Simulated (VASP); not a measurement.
# TiN (Fm-3m) in VASP: a series of runs, part 2 of 2

VASP 6.6.1.

## (3) Electric field gradients, PBEsol (volume scaled by 1.06)

File INCAR:

```
ALGO = Normal
EDIFF = 1E-8
ENCUT = 520
GGA = PS
GGA_COMPAT = False
ISIF = 2
ISMEAR = -1
LASPH = True
LCHARG = False
LEFG = True
LREAL = False
LWAVE = False
NBANDS = 16
NELM = 120
PREC = Accurate
SIGMA = 0.05
```

File KPOINTS:

```
k-points
0
Gamma
  13 13 13
```

File POSCAR:

```
TiN
1.0
    0.0000000000      2.1636184092      2.1636184092
    2.1636184092      0.0000000000      2.1636184092
    2.1636184092      2.1636184092      0.0000000000
Ti N
1 1
Direct
    0.0000000000      0.0000000000      0.0000000000
    0.5000000000      0.5000000000      0.5000000000
```

Potentials or basis: VASP PAW PBE potentials, release 64 (Ti_sv, N).

Run with:

```console
cat potpaw_PBE.64/Ti_sv/POTCAR potpaw_PBE.64/N/POTCAR > POTCAR
mpirun -np 1 vasp_std > vasp.out
```

OUTCAR:

```text
EDIFF = 1E-8
   ENCUT = 520
   GGA = PS
   ISIF = 2
   ISMEAR = -1
   LASPH = True
   LREAL = False
   NELM = 120
   PREC = Accurate

 ion  position               nearest neighbor table
   1  0.000  0.000  0.000-   2 2.16   2 2.16   2 2.16   2 2.16   2 2.16   2 2.16
   2  0.500  0.500  0.500-   1 2.16   1 2.16   1 2.16   1 2.16   1 2.16   1 2.16

  LATTYP: Found a face centered cubic cell.
 ALAT       =     4.3272368184

  Lattice vectors:

 A1 = (   0.0000000000,   2.1636184092,   2.1636184092)
 A2 = (   2.1636184092,   0.0000000000,   2.1636184092)
 A3 = (   2.1636184092,   2.1636184092,   0.0000000000)

Analysis of symmetry for initial positions (statically):
=====================================================================
 Subroutine PRICEL returns:
 Original cell was already a primitive cell.

 Routine SETGRP: Setting up the symmetry group for a
 face centered cubic supercell.

[... 644 lines left out ...]
      direct lattice vectors                 reciprocal lattice vectors
     0.000000000  2.163618409  2.163618409    -0.231094355  0.231094355  0.231094355
     2.163618409  0.000000000  2.163618409     0.231094355 -0.231094355  0.231094355
     2.163618409  2.163618409  0.000000000     0.231094355  0.231094355 -0.231094355

 POSITION                                       TOTAL-FORCE (eV/Angst)
 -----------------------------------------------------------------------------------
      0.00000      0.00000      0.00000         0.000000      0.000000     -0.000000
      2.16362      2.16362      2.16362        -0.000000     -0.000000      0.000000
 -----------------------------------------------------------------------------------
    total drift:                                0.000000     -0.000000     -0.000000

  FREE ENERGIE OF THE ION-ELECTRON SYSTEM (eV)
  ---------------------------------------------------
  free  energy   TOTEN  =       -20.6692022238 eV

  energy  without entropy=      -20.6617944135  energy(sigma->0) =      -20.66549832

 Electric field gradients (V/A^2)
---------------------------------------------------------------------
 ion       V_xx      V_yy      V_zz      V_xy      V_xz      V_yz
---------------------------------------------------------------------
   1       0.000     0.000    -0.000     0.000     0.000     0.000
   2      -0.000    -0.000    -0.000    -0.000    -0.000    -0.000
---------------------------------------------------------------------

 Electric field gradients after diagonalization (V/A^2)
 (convention: |V_zz| > |V_xx| > |V_yy|)
----------------------------------------------------------------------
 ion       V_xx      V_yy      V_zz     asymmetry (V_yy - V_xx)/ V_zz
----------------------------------------------------------------------
   1      -0.000    -0.000     0.001       0.000
   2       0.000     0.000    -0.001       0.000
----------------------------------------------------------------------

           NMR quadrupolar parameters

 Cq : quadrupolar parameter    Cq=e*Q*V_zz/h
 eta: asymmetry parameters     (V_yy - V_xx)/ V_zz
 Q  : nuclear electric quadrupole moment in mb (millibarn)
----------------------------------------------------------------------
 ion       Cq(MHz)       eta       Q (mb)
----------------------------------------------------------------------
   1       0.000       0.000       1.000
   2      -0.000       0.000       1.000
----------------------------------------------------------------------
```

OSZICAR:

```text
N       E                     dE             d eps       ncg     rms          rms(c)
DAV:   1     0.133664880118E+03    0.13366E+03   -0.82403E+03  2688   0.125E+03
DAV:   2    -0.172973275293E+02   -0.15096E+03   -0.14141E+03  3040   0.346E+02
DAV:   3    -0.255287353395E+02   -0.82314E+01   -0.81440E+01  3384   0.828E+01
DAV:   4    -0.257212381328E+02   -0.19250E+00   -0.19228E+00  3344   0.119E+01
DAV:   5    -0.257254473369E+02   -0.42092E-02   -0.42091E-02  3152   0.157E+00    0.171E+01
DAV:   6    -0.211586561906E+02    0.45668E+01   -0.13032E+01  3512   0.520E+01    0.688E+00
DAV:   7    -0.207360668783E+02    0.42259E+00   -0.17795E+00  3288   0.162E+01    0.444E+00
DAV:   8    -0.211070978943E+02   -0.37103E+00   -0.15986E+00  3288   0.181E+01    0.696E+00
DAV:   9    -0.206739230842E+02    0.43317E+00   -0.70249E-01  2888   0.123E+01    0.112E+00
DAV:  10    -0.206706074458E+02    0.33156E-02   -0.49413E-02  3192   0.242E+00    0.434E-01
DAV:  11    -0.206694582804E+02    0.11492E-02   -0.53652E-03  2960   0.641E-01    0.222E-01
DAV:  12    -0.206692516061E+02    0.20667E-03   -0.40381E-04  3272   0.225E-01    0.686E-02
DAV:  13    -0.206692036011E+02    0.48005E-04   -0.95231E-05  3784   0.138E-01    0.164E-02
DAV:  14    -0.206692026166E+02    0.98448E-06   -0.73503E-06  3392   0.269E-02    0.880E-03
DAV:  15    -0.206692025569E+02    0.59673E-07   -0.12215E-06  3360   0.119E-02    0.539E-03
DAV:  16    -0.206692022275E+02    0.32946E-06   -0.45900E-07  2992   0.105E-02    0.683E-04
DAV:  17    -0.206692022238E+02    0.36737E-08   -0.19272E-08  2872   0.111E-03
   1 F= -.20669202E+02 E0= -.20665498E+02  d E =-.740781E-02
```

stdout:

```text
POSCAR found type information on POSCAR TiN
 POSCAR found :  2 types and       2 ions
 scaLAPACK will be used
 -----------------------------------------------------------------------------
|                                                                             |
|                                                                             |
|     You enforced a specific xc type in the INCAR file but a different       |
|     I HOPE YOU KNOW WHAT YOU ARE DOING!                                     |
|                                                                             |
 -----------------------------------------------------------------------------

 LDA part: xc-table for (Slater+PW92), standard interpolation
 POSCAR, INCAR and KPOINTS ok, starting setup
 FFT: planning ... GRIDC
 FFT: planning ... GRID_SOFT
 FFT: planning ... GRID
 WAVECAR not read
 entering main loop
ion   1

ion   2
```

Wall time 22 s (1 thread of Intel Xeon Platinum 8488C (Sapphire Rapids), shared host); peak memory 0.15 GiB.

What came out:

```yaml
Free_energy: -20.6692 eV
Pressure: -21.2 GPa
```

Levels at points of the mesh, in eV from the Fermi level:
```csv
k point,band 5,band 6,band 7,band 8,band 9,band 10,band 11,band 12,band 13,band 14
"(0.00, 0.00, 0.00)",-16.69,-1.96,-1.96,-1.96,-0.60,-0.60,-0.60,0.50,0.50,4.71
```

Caveat: without QUAD_EFG the Cq values of the log hold for a quadrupole moment of 1 mb, not for the nuclei; the PAW data sets were made with another functional, which shifts forces and pressure a little.

## (4) Electric field gradients, PBEsol (volume scaled by 0.94)

File INCAR:

```
SYSTEM = TiN
PREC = Accurate
ENCUT = 520
EDIFF = 1E-8
ISMEAR = -1
SIGMA = 0.05
LREAL = .FALSE.
LASPH = .TRUE.
NELM = 120
ALGO = Normal
ISIF = 2
LWAVE = .FALSE.
LCHARG = .FALSE.
GGA = PS
LEFG = .TRUE.
NBANDS = 16
GGA_COMPAT = .FALSE.
```

File KPOINTS:

```
regular mesh
0
G
  13 13 13
  0 0 0
```

File POSCAR:

```
TiN
1.0
    0.0000000000      2.0786817227      2.0786817227
    2.0786817227      0.0000000000      2.0786817227
    2.0786817227      2.0786817227      0.0000000000
Ti N
1 1
Direct
    0.0000000000      0.0000000000      0.0000000000
    0.5000000000      0.5000000000      0.5000000000
```

Potentials or basis: VASP PAW PBE potentials, release 64 (Ti_sv, N).

Run with:

```console
cat potpaw_PBE.64/Ti_sv/POTCAR potpaw_PBE.64/N/POTCAR > POTCAR
mpirun -np 1 vasp_std > vasp.out
```

OUTCAR:

```text
SYSTEM = TiN
   PREC = Accurate
   ENCUT = 520
   EDIFF = 1E-8
   ISMEAR = -1
   LREAL = .FALSE.
   LASPH = .TRUE.
   NELM = 120
   ISIF = 2
   GGA = PS

 ion  position               nearest neighbor table
   1  0.000  0.000  0.000-   2 2.08   2 2.08   2 2.08   2 2.08   2 2.08   2 2.08
   2  0.500  0.500  0.500-   1 2.08   1 2.08   1 2.08   1 2.08   1 2.08   1 2.08

  LATTYP: Found a face centered cubic cell.
 ALAT       =     4.1573634454

  Lattice vectors:

 A1 = (   0.0000000000,   2.0786817227,   2.0786817227)
 A2 = (   2.0786817227,   0.0000000000,   2.0786817227)
 A3 = (   2.0786817227,   2.0786817227,   0.0000000000)

Analysis of symmetry for initial positions (statically):
=====================================================================
 Subroutine PRICEL returns:
 Original cell was already a primitive cell.

 Routine SETGRP: Setting up the symmetry group for a
 face centered cubic supercell.

 Subroutine GETGRP returns: Found 48 space group operations
 (whereof 48 operations were pure point group operations)
 out of a pool of 48 trial point group operations.

The static configuration has the point symmetry O_h .

Analysis of symmetry for dynamics (positions and initial velocities):
=====================================================================
 Subroutine PRICEL returns:
 Original cell was already a primitive cell.

 Routine SETGRP: Setting up the symmetry group for a
 face centered cubic supercell.

 Subroutine GETGRP returns: Found 48 space group operations
 (whereof 48 operations were pure point group operations)
 out of a pool of 48 trial point group operations.

The dynamic configuration has the point symmetry O_h .

 Subroutine INISYM returns: Found 48 space group operations
 (whereof 48 operations are pure point group operations),
 and found     1 'primitive' translations

----------------------------------------------------------------------------------------

                                     Primitive cell

  volume of cell :      17.9636

  direct lattice vectors                    reciprocal lattice vectors
     0.000000000  2.078681723  2.078681723    -0.240537065  0.240537065  0.240537065
     2.078681723  0.000000000  2.078681723     0.240537065 -0.240537065  0.240537065
     2.078681723  2.078681723  0.000000000     0.240537065  0.240537065 -0.240537065

  length of vectors
     2.939699884  2.939699884  2.939699884     0.416622417  0.416622417  0.416622417

  position of ions in fractional coordinates (direct lattice)
     0.000000000  0.000000000  0.000000000
     0.500000000  0.500000000  0.500000000

  ion indices of the primitive-cell ions
   primitive index   ion index
                 1           1
                 2           2

----------------------------------------------------------------------------------------

 KPOINTS: regular mesh

Automatic generation of k-mesh.
 Grid dimensions read from file:
[... 71 lines left out ...]
   ISIF   =      2    stress and relaxation
   ISYM   =      2    0-nonsym 1-usesym 2-fastsym
   POTIM  = 0.5000    time-step for ionic-motion
   TEBEG  =    0.0;   TEEND  =   0.0 temperature during run
   PSTRESS=    0.0 pullay stress
   NELECT =      17.0000    total number of electrons
   NUPDOWN=      -1.0000    fix difference up-down
   EMIN   =  10.00;   EMAX   =-10.00  energy-range for DOS
   EFERMI =   0.00;   METHOD = LEGACY
   ISMEAR =    -1;   SIGMA  =   0.05  broadening in eV -4-tet -1-fermi 0-gaus
   EFERMI_NEDOS =   21; number of points for ismear=-14 and -15
   IALGO  =     38    algorithm
   IMIX   =      4    mixing-type and parameters
     AMIX     =   0.40;   BMIX     =  1.00
     AMIX_MAG =   1.60;   BMIX_MAG =  1.00
  volume/ion in A,a.u.               =       8.98        60.61
  Fermi-wavevector in a.u.,A,eV,Ry     =   1.607286  3.037330 35.148856  2.583368
  Thomas-Fermi vector in A             =   2.703339
   LORBIT       =      0    0 simple, 1 ext, 2 COOP (PROOUT), +10 PAW based schemes
   GGA     = PS    functional components
   LHFCALC =     F    Hartree Fock is set to
   AEXX    =    0.0000 exact exchange contribution
   IVDW    =     0    specifies the selected vdW correction
   LEPSILON=     F    determine dielectric tensor
   LRPA    =     F    only Hartree local field effects (RPA)
 non-spin polarized calculation
  energy-cutoff  :      520.00
  volume of cell :       17.96
 maximum number of plane-waves:       531
 NGX is ok and might be reduce to    24
   NGX = 11   NGY = 11   NGZ = 11

 number of electron      16.9999998 magnetization

 Free energy of the ion-electron system (eV)
  ---------------------------------------------------
  ext. energy  EPLUGINS =         0.00000000
  ---------------------------------------------------
  free energy    TOTEN  =       -20.76307215 eV

  energy without entropy =      -20.75671968  energy(sigma->0) =      -20.75989591

 E-fermi :  12.1799     XC(G=0): -13.5591

 val. band max:       12.0763415734   @ k =  -0.0769   0.0769   0.0000
 cond. band min:      12.1903337160   @ k =  -0.1538   0.1538   0.0000
 fundamental gap:      0.1139921426
 Fermi energy:        12.1799428377

 k-point     1 :       0.0000    0.0000    0.0000
  band No.  band energies     occupation
      1     -45.3762      2.00000
      2     -21.4061      2.00000
      3     -21.4061      2.00000
      4     -21.4061      2.00000
      5      -5.2672      2.00000
      6      10.0468      2.00000
[... 433 lines left out ...]
      3     -21.5602      2.00000
      4     -21.5203      2.00000
      5      -2.9499      2.00000
      6       4.5154      2.00000
[... 8 lines left out ...]
     15      25.9663      0.00000
     16      27.1088      0.00000

 [... further k-points ...]

------------------------ aborting loop because EDIFF is reached ----------------------------------------

  FORCE on cell =-STRESS in cart. coord.  units (eV):
  Direction    XX          YY          ZZ          XY          YZ          ZX
  --------------------------------------------------------------------------------------
  -------------------------------------------------------------------------------------
  Total        1.2618747      1.2618747      1.2618747      0.0000000      0.0000000      0.0000000
  in kB      112.5467163    112.5467163    112.5467163      0.0000000      0.0000000      0.0000000
  external PRESSURE =     112.5467163 kB  Pullay stress =       0.0000000 kB

 VOLUME and BASIS-vectors are now :
 -----------------------------------------------------------------------------
  energy-cutoff  :      520.00
  volume of cell :       17.96
      direct lattice vectors                 reciprocal lattice vectors
     0.000000000  2.078681723  2.078681723    -0.240537065  0.240537065  0.240537065
     2.078681723  0.000000000  2.078681723     0.240537065 -0.240537065  0.240537065
     2.078681723  2.078681723  0.000000000     0.240537065  0.240537065 -0.240537065

 POSITION                                       TOTAL-FORCE (eV/Angst)
 -----------------------------------------------------------------------------------
      0.00000      0.00000      0.00000        -0.000000      0.000000      0.000000
      2.07868      2.07868      2.07868         0.000000     -0.000000     -0.000000
 -----------------------------------------------------------------------------------
    total drift:                                0.000000     -0.000000     -0.000000

  FREE ENERGIE OF THE ION-ELECTRON SYSTEM (eV)
  ---------------------------------------------------
  free  energy   TOTEN  =       -20.7630721471 eV

  energy  without entropy=      -20.7567196813  energy(sigma->0) =      -20.75989591

 Electric field gradients (V/A^2)
---------------------------------------------------------------------
 ion       V_xx      V_yy      V_zz      V_xy      V_xz      V_yz
---------------------------------------------------------------------
   1       0.000    -0.000    -0.000     0.001     0.001     0.001
   2      -0.000    -0.000    -0.000    -0.001    -0.001    -0.001
---------------------------------------------------------------------

 Electric field gradients after diagonalization (V/A^2)
 (convention: |V_zz| > |V_xx| > |V_yy|)
----------------------------------------------------------------------
 ion       V_xx      V_yy      V_zz     asymmetry (V_yy - V_xx)/ V_zz
----------------------------------------------------------------------
   1      -0.001    -0.001     0.001       0.000
   2       0.001     0.001    -0.002       0.000
----------------------------------------------------------------------

           NMR quadrupolar parameters

 Cq : quadrupolar parameter    Cq=e*Q*V_zz/h
 eta: asymmetry parameters     (V_yy - V_xx)/ V_zz
 Q  : nuclear electric quadrupole moment in mb (millibarn)
----------------------------------------------------------------------
 ion       Cq(MHz)       eta       Q (mb)
----------------------------------------------------------------------
   1       0.000       0.000       1.000
   2      -0.000       0.000       1.000
----------------------------------------------------------------------
```

OSZICAR:

```text
N       E                     dE             d eps       ncg     rms          rms(c)
DAV:   1     0.130159562320E+03    0.13016E+03   -0.82550E+03  2712   0.127E+03
DAV:   2    -0.182553461362E+02   -0.14841E+03   -0.13878E+03  3056   0.348E+02
DAV:   3    -0.254968674872E+02   -0.72415E+01   -0.71786E+01  3280   0.797E+01
DAV:   4    -0.256583194660E+02   -0.16145E+00   -0.16135E+00  3312   0.113E+01
DAV:   5    -0.256616157995E+02   -0.32963E-02   -0.32963E-02  3128   0.145E+00    0.199E+01
DAV:   6    -0.210725275709E+02    0.45891E+01   -0.11832E+01  3520   0.544E+01    0.710E+00
DAV:   7    -0.207967117070E+02    0.27582E+00   -0.13335E+00  3168   0.146E+01    0.558E+00
DAV:   8    -0.209241203049E+02   -0.12741E+00   -0.79008E-01  3776   0.131E+01    0.578E+00
DAV:   9    -0.207702982650E+02    0.15382E+00   -0.21257E-01  3160   0.738E+00    0.144E+00
DAV:  10    -0.207655033746E+02    0.47949E-02   -0.33945E-02  3232   0.217E+00    0.363E-01
DAV:  11    -0.207630943032E+02    0.24091E-02   -0.49408E-03  3080   0.650E-01    0.150E-01
DAV:  12    -0.207631158028E+02   -0.21500E-04   -0.44220E-04  2968   0.231E-01    0.839E-02
DAV:  13    -0.207630815089E+02    0.34294E-04   -0.19200E-04  3104   0.228E-01    0.209E-02
DAV:  14    -0.207630724476E+02    0.90613E-05   -0.14463E-05  3328   0.548E-02    0.672E-03
DAV:  15    -0.207630721768E+02    0.27083E-06   -0.20309E-06  3576   0.144E-02    0.546E-03
DAV:  16    -0.207630721565E+02    0.20241E-07   -0.11694E-07  3344   0.347E-03    0.139E-03
DAV:  17    -0.207630721471E+02    0.94108E-08   -0.83414E-09  2088   0.118E-03
   1 F= -.20763072E+02 E0= -.20759896E+02  d E =-.635247E-02
```

It took 50 s on 1 thread of Intel Xeon 8259CL, shared host; peak memory 0.15 GiB.

What came out:

```yaml
Free_energy: -20.7631 eV
Pressure: 11.3 GPa
```

Caveat: without QUAD_EFG the Cq values of the log hold for a quadrupole moment of 1 mb, not for the nuclei; the PAW data sets were made with another functional, which shifts forces and pressure a little.
